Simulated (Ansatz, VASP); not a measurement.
**NaCl: VASP beside Ansatz**

```xyz
2
Lattice="0.0000 2.8854 2.8854 2.8854 0.0000 2.8854 2.8854 2.8854 0.0000" Properties=species:S:1:pos:R:3 pbc="T T T"
Na    0.0000    0.0000    0.0000
Cl    2.8854    2.8854    2.8854
```

Alike in both runs: task single point; functional PBE; k mesh 8 × 8 × 8; occupations gaussian, width 0.05 eV; no spin polarisation.

|  | VASP | Ansatz |
| --- | --- | --- |
| version | VASP 6.6.1 | Ansatz 0.2.0 |
| potentials or method | VASP PAW PBE potentials, release 64 (Na_pv, Cl), cutoff 520 eV | scalar-relativistic, plane waves, PAW |
| valence electrons in the cell | 14 | 16 |

|  | VASP | Ansatz | Ansatz less VASP |
| --- | --- | --- | --- |
| gap on the k mesh at the Fermi level (eV) | 4.85 | 4.85 | +0.001 |
| least direct gap on the mesh (eV) | 4.85 | 4.85 | +0.001 |
| pressure (GPa) | -0.9 | -0.8 | +0.03 |

The functional is the same, so the differences come from potentials, cutoffs and numerics. VASP's potentials hold 14 valence electrons a cell and Ansatz's 16, so a difference there can come from the potentials and not from the codes.
